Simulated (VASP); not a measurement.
Se: single point with r2SCAN

Se:

```xyz
3
Lattice="4.3552 0.0000 0.0000 -2.1776 3.7717 0.0000 0.0000 0.0000 4.9494" Properties=species:S:1:pos:R:3 pbc="T T T"
Se    0.9451    0.0000    0.8249
Se   -0.4725    0.8185    4.1245
Se    1.7050    2.9532    2.4747
```

```yaml
Program: VASP 6.6.1
Task: single point
Functional: r2SCAN
Potentials_or_basis: VASP PAW PBE potentials, release 64 (Se)
Cutoff: 520 eV
k_mesh: 9 × 9 × 6
Occupations: gaussian, width 0.05 eV
Spin: no spin polarisation
```

The pressure is 4.0 GPa and the largest force is 0.814 eV/Å. The band gap on the k mesh is 1.21 eV (least direct gap 1.46 eV).

Forces in eV/Å, atoms in the order of the input:
```
Se   0.814  0.000  0.000
Se  -0.407  0.705  0.000
Se  -0.407 -0.705  0.000
```

Stress tensor (GPa, compression positive):
```
3.46 0.00 0.00
0.00 3.46 0.00
0.00 0.00 5.15
```

Levels at points of the mesh, in eV from the valence-band top:
| k point | band 5 | band 6 | band 7 | band 8 | band 9 | band 10 | band 11 | band 12 | band 13 | band 14 |
| --- | --- | --- | --- | --- | --- | --- | --- | --- | --- | --- |
| (0.00, 0.00, 0.00) | -4.16 | -3.93 | -2.31 | -2.31 | -0.48 | 2.30 | 2.30 | 2.68 | 6.61 | 6.82 |
| (0.00, 0.00, 0.50) | -3.65 | -3.65 | -1.63 | -1.63 | -1.33 | 1.45 | 1.67 | 1.67 | 6.64 | 7.88 |

Run time: 91 s on 1 thread of Intel(R) Xeon(R) 6975P-C (Granite Rapids), with other jobs on the host, peak memory 0.23 GiB.

Caveat: the cell stands under pressure; the PAW data sets were made with another functional, which shifts forces and pressure a little. r2SCAN opens gaps a little over a GGA but as a rule still falls short of measured ones.
